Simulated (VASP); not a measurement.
# Pt (Fm-3m) in VASP: a series of runs

The runs below take Pt through single point, relaxation of cell and atoms, with PBEsol.

Program: VASP 6.6.1. These are calculated values, not measurements. Logs are shortened: lines on timing, memory, paths and dates and some standing lists are left out, and cuts for length are marked.

### Step 1. The cell of the first run

The structure is cubic, space group Fm-3m (No. 225). Conventional cell: a = 3.917 Å, b = 3.917 Å, c = 3.917 Å, α = 90.00°, β = 90.00°, γ = 90.00°. Pt (site symmetry m-3m) has 12 Pt at 2.77 Å within 3.7 Å.

### Step 2. Single point, PBEsol

INCAR reads:

```
PREC = Accurate ; ENCUT = 520
EDIFF = 1E-7 ; ISMEAR = -1
SIGMA = 0.05 ; LREAL = F
LASPH = T ; NELM = 60
ALGO = Normal ; ISIF = 2
LWAVE = F ; LCHARG = F
GGA = PS ; NBANDS = 11
```

KPOINTS reads:

```
regular mesh
0
Gamma
  9 9 9
```

POSCAR reads:

```
Pt
1.0
    0.0000000000      1.9582643550      1.9582643550
    1.9582643550      0.0000000000      1.9582643550
    1.9582643550      1.9582643550      0.0000000000
Pt
1
Direct
    0.0000000000      0.0000000000      0.0000000000
```

Potentials or basis: VASP PAW PBE potentials, release 64 (Pt).

Run with:

```sh
$ cat potpaw_PBE.64/Pt/POTCAR > POTCAR
$ mpirun -np 1 vasp_std > vasp.out
```

OUTCAR:

```text
PREC = Accurate
   ENCUT = 520
   EDIFF = 1E-7
   ISMEAR = -1
   LREAL = F
   LASPH = T
   NELM = 60
   ISIF = 2
   GGA = PS

 ion  position               nearest neighbor table
   1  0.000  0.000  0.000-

  LATTYP: Found a face centered cubic cell.
 ALAT       =     3.9165287100

  Lattice vectors:

 A1 = (   0.0000000000,   1.9582643550,   1.9582643550)
 A2 = (   1.9582643550,   0.0000000000,   1.9582643550)
 A3 = (   1.9582643550,   1.9582643550,   0.0000000000)

Analysis of symmetry for initial positions (statically):
=====================================================================
 Subroutine PRICEL returns:
 Original cell was already a primitive cell.

 Routine SETGRP: Setting up the symmetry group for a
 face centered cubic supercell.

 Subroutine GETGRP returns: Found 48 space group operations
 (whereof 48 operations were pure point group operations)
 out of a pool of 48 trial point group operations.

The static configuration has the point symmetry O_h .

Analysis of symmetry for dynamics (positions and initial velocities):
=====================================================================
 Subroutine PRICEL returns:
 Original cell was already a primitive cell.

 Routine SETGRP: Setting up the symmetry group for a
 face centered cubic supercell.

 Subroutine GETGRP returns: Found 48 space group operations
 (whereof 48 operations were pure point group operations)
 out of a pool of 48 trial point group operations.

The dynamic configuration has the point symmetry O_h .

 Subroutine INISYM returns: Found 48 space group operations
 (whereof 48 operations are pure point group operations),
 and found     1 'primitive' translations

----------------------------------------------------------------------------------------

                                     Primitive cell

  volume of cell :      15.0191

  direct lattice vectors                    reciprocal lattice vectors
     0.000000000  1.958264355  1.958264355    -0.255328142  0.255328142  0.255328142
     1.958264355  0.000000000  1.958264355     0.255328142 -0.255328142  0.255328142
     1.958264355  1.958264355  0.000000000     0.255328142  0.255328142 -0.255328142

  length of vectors
     2.769404010  2.769404010  2.769404010     0.442241315  0.442241315  0.442241315

  position of ions in fractional coordinates (direct lattice)
     0.000000000  0.000000000  0.000000000

  ion indices of the primitive-cell ions
   primitive index   ion index
                 1           1

----------------------------------------------------------------------------------------

 KPOINTS: regular mesh

Automatic generation of k-mesh.
 Grid dimensions read from file:
 generate k-points for:    9    9    9

 Generating k-lattice:

  Cartesian coordinates                     Fractional coordinates (reciprocal lattice)
    -0.028369794  0.028369794  0.028369794     0.111111111  0.000000000  0.000000000
     0.028369794 -0.028369794  0.028369794     0.000000000  0.111111111  0.000000000
     0.028369794  0.028369794 -0.028369794     0.000000000  0.000000000  0.111111111

  Length of vectors
     0.049137924  0.049137924  0.049137924

  Shift w.r.t. Gamma in fractional coordinates (k-lattice)
     0.000000000  0.000000000  0.000000000

 Subroutine IBZKPT returns following result:
 ===========================================

 Found     35 irreducible k-points:

 Following reciprocal coordinates:
            Coordinates               Weight
  0.000000  0.000000  0.000000      1.000000
  0.111111  0.000000  0.000000      8.000000
  0.222222  0.000000  0.000000      8.000000
  0.333333  0.000000  0.000000      8.000000
  0.444444  0.000000  0.000000      8.000000
  0.111111  0.111111  0.000000      6.000000
[... 16 lines left out ...]
 -0.333333  0.333333  0.000000     12.000000
  0.444444  0.444444  0.000000      6.000000
 [... further k-points ...]
   k-points           NKPTS =     35   k-points in BZ     NKDIM =     35   number of bands    NBANDS=     11
   number of dos      NEDOS =    301   number of ions     NIONS =      1
   total plane-waves  NPLWV =  13824
   dimension x,y,z NGX =    24 NGY =   24 NGZ =   24
   dimension x,y,z NGXF=    48 NGYF=   48 NGZF=   48
   ions per type =               1
   NGX,Y,Z   is equivalent  to a cutoff of  14.41, 14.41, 14.41 a.u.
   NGXF,Y,Z  is equivalent  to a cutoff of  28.81, 28.81, 28.81 a.u.
 SYSTEM =  unknown system
   PREC   = accura    normal or accurate (medium, high low for compatibility)
   ISTART =      0    job   : 0-new  1-cont  2-samecut
   ICHARG =      2    charge: 1-file 2-atom 10-const
   ISPIN  =      1    spin polarized calculation?
   LNONCOLLINEAR =      F non collinear calculations
   LSORBIT =      F    spin-orbit coupling
   LASPH  =      T    aspherical Exc in radial PAW
   ENCUT  =  520.0 eV  38.22 Ry    6.18 a.u.   5.15  5.15  5.15*2*pi/ulx,y,z
   NELM   =     60;   NELMIN=  2; NELMDL= -5     # of ELM steps
   EDIFF  = 0.1E-06   stopping-criterion for ELM
   LREAL  =      F    real-space projection
   EDIFFG = 0.1E-05   stopping-criterion for IOM
   NSW    =      0    number of steps for IOM
   IBRION =     -1    ionic relax: 0-MD 1-quasi-New 2-CG
   NFREE  =      0    steps in history (QN), initial steepest desc. (CG)
   ISIF   =      2    stress and relaxation
   ISYM   =      2    0-nonsym 1-usesym 2-fastsym
   POTIM  = 0.5000    time-step for ionic-motion
   TEBEG  =    0.0;   TEEND  =   0.0 temperature during run
   PSTRESS=    0.0 pullay stress
   NELECT =      10.0000    total number of electrons
   NUPDOWN=      -1.0000    fix difference up-down
   EMIN   =  10.00;   EMAX   =-10.00  energy-range for DOS
   EFERMI =   0.00;   METHOD = LEGACY
   ISMEAR =    -1;   SIGMA  =   0.05  broadening in eV -4-tet -1-fermi 0-gaus
   EFERMI_NEDOS =   21; number of points for ismear=-14 and -15
   IALGO  =     38    algorithm
   IMIX   =      4    mixing-type and parameters
     AMIX     =   0.40;   BMIX     =  1.00
     AMIX_MAG =   1.60;   BMIX_MAG =  1.00
  volume/ion in A,a.u.               =      15.02       101.35
  Fermi-wavevector in a.u.,A,eV,Ry     =   1.429531  2.701421 27.804298  2.043558
  Thomas-Fermi vector in A             =   2.549474
   LORBIT       =      0    0 simple, 1 ext, 2 COOP (PROOUT), +10 PAW based schemes
   GGA     = PS    functional components
   LHFCALC =     F    Hartree Fock is set to
   AEXX    =    0.0000 exact exchange contribution
   IVDW    =     0    specifies the selected vdW correction
   LEPSILON=     F    determine dielectric tensor
   LRPA    =     F    only Hartree local field effects (RPA)
 non-spin polarized calculation
  energy-cutoff  :      520.00
  volume of cell :       15.02
 maximum number of plane-waves:       419
 NGX is ok and might be reduce to    24
   NGX = 11   NGY = 11   NGZ = 11

 number of electron      10.0000000 magnetization

 Free energy of the ion-electron system (eV)
  ---------------------------------------------------
  ext. energy  EPLUGINS =         0.00000000
  ---------------------------------------------------
  free energy    TOTEN  =        -6.99923048 eV

  energy without entropy =       -6.98772411  energy(sigma->0) =       -6.99347730

 E-fermi :  11.2000     XC(G=0): -13.6513

 val. band max:       11.1459034287   @ k =   0.4444   0.4444   0.0000
 cond. band min:      11.2075032706   @ k =   0.4444   0.1111   0.0000
 fundamental gap:      0.0615998419
 Fermi energy:        11.1999844025

 k-point     1 :       0.0000    0.0000    0.0000
  band No.  band energies     occupation
      1       0.8326      2.00000
      2       7.3484      2.00000
      3       7.3484      2.00000
      4       7.3484      2.00000
      5       9.5448      2.00000
      6       9.5448      2.00000
      7      25.7856      0.00000
      8      30.7698      0.00000
      9      30.7698      0.00000
     10      30.7698      0.00000
     11      36.0818      0.00000

 k-point     2 :       0.1111    0.0000    0.0000
  band No.  band energies     occupation
      1       1.3216      2.00000
      2       7.1446      2.00000
      3       7.5306      2.00000
      4       7.5306      2.00000
      5       9.4543      2.00000
      6       9.4543      2.00000
      7      26.5188      0.00000
      8      28.6860      0.00000
      9      31.5245      0.00000
     10      31.5245      0.00000
     11      37.6768      0.00000

 k-point     3 :       0.2222    0.0000    0.0000
  band No.  band energies     occupation
      1       2.5607      2.00000
      2       6.9183      2.00000
      3       7.7456      2.00000
      4       7.7456      2.00000
      5       9.5729      2.00000
      6       9.5729      2.00000
      7      25.3679      0.00000
      8      27.6091      0.00000
      9      33.4338      0.00000
     10      33.4338      0.00000
     11      34.8262      0.00000

 k-point     4 :       0.3333    0.0000    0.0000
  band No.  band energies     occupation
      1       3.5795      2.00000
      2       7.5522      2.00000
      3       7.5522      2.00000
      4       7.8245      2.00000
      5      10.3491      2.00000
      6      10.3491      2.00000
      7      21.4818      0.00000
      8      26.5637      0.00000
      9      32.5620      0.00000
     10      32.5620      0.00000
     11      36.2428      0.00000

 k-point     5 :       0.4444    0.0000    0.0000
  band No.  band energies     occupation
      1       3.7623      2.00000
      2       7.3233      2.00000
      3       7.3233      2.00000
      4      10.0505      2.00000
      5      11.1090      1.72118
      6      11.1090      1.72117
      7      17.7551      0.00000
      8      25.4818      0.00000
      9      30.4423      0.00000
     10      30.4423      0.00000
     11      39.2256      0.00000

 k-point     6 :       0.1111    0.1111    0.0000
  band No.  band energies     occupation
      1       1.4875      2.00000
      2       6.9275      2.00000
      3       7.6924      2.00000
      4       7.6924      2.00000
      5       9.0781      2.00000
      6       9.7189      2.00000
      7      26.8093      0.00000
      8      29.4717      0.00000
      9      30.7998      0.00000
     10      30.7998      0.00000
     11      39.4584      0.00000

 k-point     7 :       0.2222    0.1111    0.0000
  band No.  band energies     occupation
      1       2.5102      2.00000
      2       6.5465      2.00000
      3       7.9058      2.00000
      4       8.0323      2.00000
      5       8.9576      2.00000
      6       9.9436      2.00000
      7      26.9037      0.00000
      8      28.0562      0.00000
      9      30.9591      0.00000
     10      31.9547      0.00000
     11      35.7589      0.00000

 k-point     8 :       0.3333    0.1111    0.0000
  band No.  band energies     occupation
      1       3.7451      2.00000
      2       6.7257      2.00000
      3       7.4667      2.00000
      4       8.0008      2.00000
      5      10.0763      2.00000
      6      10.5813      1.99999
      7      23.0643      0.00000
      8      27.5831      0.00000
      9      30.4811      0.00000
     10      32.1351      0.00000
     11      36.4389      0.00000
[... 141 lines left out ...]
 k-point    19 :      -0.2222    0.2222    0.0000
  band No.  band energies     occupation
      1       4.7533      2.00000
      2       6.3904      2.00000
      3       7.1642      2.00000
      4       8.5434      2.00000
      5       9.0501      2.00000
      6      12.2247      0.00000
      7      22.9293      0.00000
      8      25.5466      0.00000
      9      29.0350      0.00000
     10      32.7131      0.00000
     11      34.1024      0.00000

 k-point    20 :       0.3333    0.3333    0.0000
  band No.  band energies     occupation
      1       4.2956      2.00000
      2       5.0822      2.00000
      3       9.0059      2.00000
      4      10.1373      2.00000
      5      10.1373      2.00000
      6      10.7471      1.99977
      7      25.6054      0.00000
      8      25.6054      0.00000
      9      26.3437      0.00000
     10      30.1684      0.00000
     11      32.3847      0.00000

 k-point    21 :       0.4444    0.3333    0.0000
  band No.  band energies     occupation
      1       4.4570      2.00000
      2       4.9739      2.00000
      3       9.0438      2.00000
      4      10.1840      2.00000
      5      11.3498      0.09527
      6      12.4855      0.00000
      7      21.6411      0.00000
      8      24.5021      0.00000
      9      24.5872      0.00000
     10      31.4047      0.00000
     11      34.0053      0.00000

 k-point    22 :      -0.4444    0.3333    0.0000
  band No.  band energies     occupation
      1       4.7503      2.00000
      2       5.4927      2.00000
      3       8.3839      2.00000
      4       9.8108      2.00000
      5      11.2626      0.44481
      6      16.0604      0.00000
      7      17.8873      0.00000
      8      22.5991      0.00000
      9      25.4342      0.00000
     10      31.2621      0.00000
     11      37.0151      0.00000

 k-point    23 :      -0.3333    0.3333    0.0000
  band No.  band energies     occupation
      1       5.2492      2.00000
      2       6.2315      2.00000
      3       7.4233      2.00000
      4       9.2771      2.00000
      5      10.5340      2.00000
      6      15.4753      0.00000
      7      19.9488      0.00000
      8      20.8873      0.00000
      9      27.8965      0.00000
     10      30.0924      0.00000
     11      37.7717      0.00000

 k-point    24 :       0.4444    0.4444    0.0000
  band No.  band energies     occupation
      1       4.0876      2.00000
      2       4.5556      2.00000
      3      11.1459      1.49360
      4      11.4553      0.01205
      5      11.4553      0.01205
      6      12.0637      0.00000
      7      21.1215      0.00000
      8      22.9253      0.00000
      9      22.9253      0.00000
     10      31.1190      0.00000
     11      34.3861      0.00000

 [... further k-points ...]
[... 5 lines left out ...]
  --------------------------------------------------------------------------------------
  -------------------------------------------------------------------------------------
  Total       -0.0390368     -0.0390368     -0.0390368      0.0000000      0.0000000      0.0000000
  in kB       -4.1642836     -4.1642836     -4.1642836      0.0000000      0.0000000      0.0000000
  external PRESSURE =      -4.1642836 kB  Pullay stress =       0.0000000 kB

 VOLUME and BASIS-vectors are now :
 -----------------------------------------------------------------------------
  energy-cutoff  :      520.00
  volume of cell :       15.02
      direct lattice vectors                 reciprocal lattice vectors
     0.000000000  1.958264355  1.958264355    -0.255328142  0.255328142  0.255328142
     1.958264355  0.000000000  1.958264355     0.255328142 -0.255328142  0.255328142
     1.958264355  1.958264355  0.000000000     0.255328142  0.255328142 -0.255328142

 POSITION                                       TOTAL-FORCE (eV/Angst)
 -----------------------------------------------------------------------------------
      0.00000      0.00000      0.00000         0.000000      0.000000      0.000000
 -----------------------------------------------------------------------------------
    total drift:                               -0.000000      0.000000     -0.000000

  FREE ENERGIE OF THE ION-ELECTRON SYSTEM (eV)
  ---------------------------------------------------
  free  energy   TOTEN  =        -6.9992304846 eV

  energy  without entropy=       -6.9877241129  energy(sigma->0) =       -6.99347730
```

Run time: 9.4 s. Hardware: 1 thread of Intel Xeon Platinum 8375C at 2.90GHz (Ice Lake), shared host; peak memory 0.14 GiB.

Results:

- Free energy: -6.9992 eV
- Pressure: -0.4 GPa
- Band gap on the k mesh: zero (band 5 reaches 11.54 eV, above the bottom of band 6 at 9.45 eV)

Caveat: the PAW data sets were made with another functional, which shifts forces and pressure a little; spin-orbit coupling is left out, which moves the levels of the heavy elements.

[end of part 1 of 2]
